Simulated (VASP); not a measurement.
# Bi3H8 (P4mm) in VASP: notebook, part 2 of 2

VASP 6.6.1. The steps go on from the part before.

**3. Single point, PBE**

This run uses another cell than the first one, of 20.85 Å³/atom.

File INCAR:

```
  PREC = Accurate
  ENCUT = 520
  EDIFF = 1E-7
  ISMEAR = 0
  SIGMA = 0.1
  LREAL = False
  LASPH = True
  NELM = 80
  ALGO = Normal
  ISIF = 2
  LWAVE = False
  LCHARG = False
  GGA = PE
  NBANDS = 38
```

File KPOINTS:

```
Automatic mesh
0
Gamma
  4 4 4
```

File POSCAR:

```
Bi3H8
1.0
    5.0243249159      0.0000000000      0.0000000000
    0.0000000000      5.0243249159      0.0000000000
    0.0000000000      0.0000000000      9.0867647861
Bi H
3 8
Direct
    0.5000000000      0.0000000000      0.4825767390
    0.0000000000      0.5000000000      0.4825767390
    0.0000000000      0.0000000000      0.6932000565
    0.6974063285      0.1976700304      0.0643620607
    0.3025936715      0.8023299696      0.0643620607
    0.8023299696      0.6974063285      0.0643620607
    0.1976700304      0.3025936715      0.0643620607
    0.6974063285      0.8023299696      0.0643620607
    0.3025936715      0.1976700304      0.0643620607
    0.8023299696      0.3025936715      0.0643620607
    0.1976700304      0.6974063285      0.0643620607
```

Potentials or basis: VASP PAW PBE potentials, release 64 (Bi_d, H).

Run with:

```bash
> cat potpaw_PBE.64/Bi_d/POTCAR potpaw_PBE.64/H/POTCAR > POTCAR
> mpirun -np 1 vasp_std > vasp.out
```

OUTCAR:

```text
PREC = Accurate
   ENCUT = 520
   EDIFF = 1E-7
   ISMEAR = 0
   LREAL = False
   LASPH = True
   NELM = 80
   ISIF = 2
   GGA = PE

 ion  position               nearest neighbor table
   1  0.500  0.000  0.483-   3 3.16   3 3.16   2 3.55   2 3.55   2 3.55   2 3.55
   2  0.000  0.500  0.483-   3 3.16   3 3.16   1 3.55   1 3.55   1 3.55   1 3.55
   3  0.000  0.000  0.693-   1 3.16   2 3.16   2 3.16   1 3.16
   4  0.697  0.198  0.064-  10 0.75
   5  0.303  0.802  0.064-  11 0.75
   6  0.802  0.697  0.064-   8 0.75
   7  0.198  0.303  0.064-   9 0.75
   8  0.697  0.802  0.064-   6 0.75
   9  0.303  0.198  0.064-   7 0.75
  10  0.802  0.303  0.064-   4 0.75
  11  0.198  0.697  0.064-   5 0.75

  LATTYP: Found a simple tetragonal cell.
 ALAT       =     5.0243249159
 C/A-ratio  =     1.8085543706

  Lattice vectors:

 A1 = (   5.0243249159,   0.0000000000,   0.0000000000)
 A2 = (   0.0000000000,   5.0243249159,   0.0000000000)
 A3 = (   0.0000000000,   0.0000000000,   9.0867647861)

Analysis of symmetry for initial positions (statically):
=====================================================================
 Subroutine PRICEL returns:
 Original cell was already a primitive cell.

 Routine SETGRP: Setting up the symmetry group for a
 simple tetragonal supercell.

 Subroutine GETGRP returns: Found  8 space group operations
 (whereof  8 operations were pure point group operations)
 out of a pool of 16 trial point group operations.

The static configuration has the point symmetry C_4v.

Analysis of symmetry for dynamics (positions and initial velocities):
=====================================================================
 Subroutine PRICEL returns:
 Original cell was already a primitive cell.

 Routine SETGRP: Setting up the symmetry group for a
 simple tetragonal supercell.

 Subroutine GETGRP returns: Found  8 space group operations
 (whereof  8 operations were pure point group operations)
 out of a pool of 16 trial point group operations.

The dynamic configuration has the point symmetry C_4v.

 Subroutine INISYM returns: Found  8 space group operations
 (whereof  8 operations are pure point group operations),
 and found     1 'primitive' translations

----------------------------------------------------------------------------------------

                                     Primitive cell

  volume of cell :     229.3848

  direct lattice vectors                    reciprocal lattice vectors
     5.024324916  0.000000000  0.000000000     0.199031714  0.000000000  0.000000000
     0.000000000  5.024324916  0.000000000     0.000000000  0.199031714  0.000000000
     0.000000000  0.000000000  9.086764786     0.000000000  0.000000000  0.110050169

  length of vectors
     5.024324916  5.024324916  9.086764786     0.199031714  0.199031714  0.110050169

  position of ions in fractional coordinates (direct lattice)
     0.500000000  0.000000000  0.482576739
     0.000000000  0.500000000  0.482576739
     0.000000000  0.000000000  0.693200056
[... 54 lines left out ...]
  0.250000  0.250000  0.000000      4.000000
  0.500000  0.250000  0.000000      4.000000
  0.500000  0.500000  0.000000      1.000000
[... 10 lines left out ...]
  0.500000  0.250000  0.500000      4.000000
  0.500000  0.500000  0.500000      1.000000
   k-points           NKPTS =     18   k-points in BZ     NKDIM =     18   number of bands    NBANDS=     38
   number of dos      NEDOS =    301   number of ions     NIONS =     11
   total plane-waves  NPLWV = 112000
   dimension x,y,z NGX =    40 NGY =   40 NGZ =   70
   dimension x,y,z NGXF=    80 NGYF=   80 NGZF=  140
   ions per type =               3   8
   NGX,Y,Z   is equivalent  to a cutoff of  13.24, 13.24, 12.81 a.u.
   NGXF,Y,Z  is equivalent  to a cutoff of  26.47, 26.47, 25.61 a.u.
 SYSTEM =  unknown system
   PREC   = accura    normal or accurate (medium, high low for compatibility)
   ISTART =      0    job   : 0-new  1-cont  2-samecut
   ICHARG =      2    charge: 1-file 2-atom 10-const
   ISPIN  =      1    spin polarized calculation?
   LNONCOLLINEAR =      F non collinear calculations
   LSORBIT =      F    spin-orbit coupling
   LASPH  =      T    aspherical Exc in radial PAW
   ENCUT  =  520.0 eV  38.22 Ry    6.18 a.u.   9.34  9.34 16.90*2*pi/ulx,y,z
   NELM   =     80;   NELMIN=  2; NELMDL= -5     # of ELM steps
   EDIFF  = 0.1E-06   stopping-criterion for ELM
   LREAL  =      F    real-space projection
   EDIFFG = 0.1E-05   stopping-criterion for IOM
   NSW    =      0    number of steps for IOM
   IBRION =     -1    ionic relax: 0-MD 1-quasi-New 2-CG
   NFREE  =      0    steps in history (QN), initial steepest desc. (CG)
   ISIF   =      2    stress and relaxation
   ISYM   =      2    0-nonsym 1-usesym 2-fastsym
   POTIM  = 0.5000    time-step for ionic-motion
   TEBEG  =    0.0;   TEEND  =   0.0 temperature during run
   PSTRESS=    0.0 pullay stress
   NELECT =      53.0000    total number of electrons
   NUPDOWN=      -1.0000    fix difference up-down
   EMIN   =  10.00;   EMAX   =-10.00  energy-range for DOS
   EFERMI =   0.00;   METHOD = LEGACY
   ISMEAR =     0;   SIGMA  =   0.10  broadening in eV -4-tet -1-fermi 0-gaus
   EFERMI_NEDOS =   21; number of points for ismear=-14 and -15
   IALGO  =     38    algorithm
   IMIX   =      4    mixing-type and parameters
     AMIX     =   0.40;   BMIX     =  1.00
     AMIX_MAG =   1.60;   BMIX_MAG =  1.00
  volume/ion in A,a.u.               =      20.85       140.72
  Fermi-wavevector in a.u.,A,eV,Ry     =   1.004566  1.898355 13.730363  1.009153
  Thomas-Fermi vector in A             =   2.137190
   LORBIT       =      0    0 simple, 1 ext, 2 COOP (PROOUT), +10 PAW based schemes
   GGA     = PE    functional components
   LHFCALC =     F    Hartree Fock is set to
   AEXX    =    0.0000 exact exchange contribution
   IVDW    =     0    specifies the selected vdW correction
   LEPSILON=     F    determine dielectric tensor
   LRPA    =     F    only Hartree local field effects (RPA)
 non-spin polarized calculation
 Gauss-broadening in eV      SIGMA  =   0.10
  energy-cutoff  :      520.00
  volume of cell :      229.38
 maximum number of plane-waves:      6226
 NGX is ok and might be reduce to    40
   NGX = 19   NGY = 19   NGZ = 33

 number of electron      53.0000024 magnetization

 Free energy of the ion-electron system (eV)
  ---------------------------------------------------
  ext. energy  EPLUGINS =         0.00000000
  ---------------------------------------------------
  free energy    TOTEN  =       -37.31626962 eV

  energy without entropy =      -37.29511549  energy(sigma->0) =      -37.30569256

 E-fermi :   1.4938     XC(G=0):  -6.9833

 val. band max:        1.4472642984   @ k =   0.2500   0.2500   0.5000
 cond. band min:       1.4964210100   @ k =   0.2500   0.0000   0.0000
 fundamental gap:      0.0491567116
 Fermi energy:         1.4938044232

 k-point     1 :       0.0000    0.0000    0.0000
  band No.  band energies     occupation
      1     -21.6078      2.00000
      2     -21.6078      2.00000
      3     -21.5942      2.00000
      4     -21.5800      2.00000
      5     -21.5559      2.00000
      6     -21.3888      2.00000
[... 727 lines left out ...]
     37       8.1656      0.00000
     38       8.1656      0.00000

------------------------ aborting loop because EDIFF is reached ----------------------------------------

  FORCE on cell =-STRESS in cart. coord.  units (eV):
  Direction    XX          YY          ZZ          XY          YZ          ZX
  --------------------------------------------------------------------------------------
  -------------------------------------------------------------------------------------
  Total       -0.2985347     -0.2985347      0.3380243      0.0000000      0.0000000      0.0000000
  in kB       -2.0851660     -2.0851660      2.3609882      0.0000000      0.0000000      0.0000000
  external PRESSURE =      -0.6031146 kB  Pullay stress =       0.0000000 kB

 VOLUME and BASIS-vectors are now :
 -----------------------------------------------------------------------------
  energy-cutoff  :      520.00
  volume of cell :      229.38
      direct lattice vectors                 reciprocal lattice vectors
     5.024324916  0.000000000  0.000000000     0.199031714  0.000000000  0.000000000
     0.000000000  5.024324916  0.000000000     0.000000000  0.199031714  0.000000000
     0.000000000  0.000000000  9.086764786     0.000000000  0.000000000  0.110050169

 POSITION                                       TOTAL-FORCE (eV/Angst)
 -----------------------------------------------------------------------------------
      2.51216      0.00000      4.38506         0.000000      0.000000     -0.005399
      0.00000      2.51216      4.38506         0.000000      0.000000     -0.005399
      0.00000      0.00000      6.29895         0.000000      0.000000      0.006514
      3.50400      0.99316      0.58484         0.012110      0.014945      0.000535
      1.52033      4.03117      0.58484        -0.012110     -0.014945      0.000535
      4.03117      3.50400      0.58484        -0.014945      0.012110      0.000535
      0.99316      1.52033      0.58484         0.014945     -0.012110      0.000535
      3.50400      4.03117      0.58484         0.012110     -0.014945      0.000535
      1.52033      0.99316      0.58484        -0.012110      0.014945      0.000535
      4.03117      1.52033      0.58484        -0.014945     -0.012110      0.000535
      0.99316      3.50400      0.58484         0.014945      0.012110      0.000535
 -----------------------------------------------------------------------------------
    total drift:                               -0.000000      0.000000     -0.000015

  FREE ENERGIE OF THE ION-ELECTRON SYSTEM (eV)
  ---------------------------------------------------
  free  energy   TOTEN  =       -37.3162696202 eV

  energy  without entropy=      -37.2951154915  energy(sigma->0) =      -37.30569256
```

It took 1.7 min on 1 thread of Intel Xeon 6975P-C (Granite Rapids), shared host; peak memory 0.38 GiB.

What came out:

```yaml
Free_energy: -37.3163 eV
Pressure: -0.1 GPa
Largest_force: 0.019 eV/Å
Band_gap_on_the_k_mesh: zero (an odd number of electrons rules out a gap without spin polarisation)
```

Forces on the atoms (eV/Å):
```
Bi   0.000  0.000 -0.005
Bi   0.000  0.000 -0.005
Bi   0.000  0.000  0.007
H    0.012  0.015  0.001
H   -0.012 -0.015  0.001
H   -0.015  0.012  0.001
H    0.015 -0.012  0.001
H    0.012 -0.015  0.001
H   -0.012  0.015  0.001
H   -0.015 -0.012  0.001
H    0.015  0.012  0.001
```

Caveat: spin-orbit coupling is left out, which moves the levels of the heavy elements.
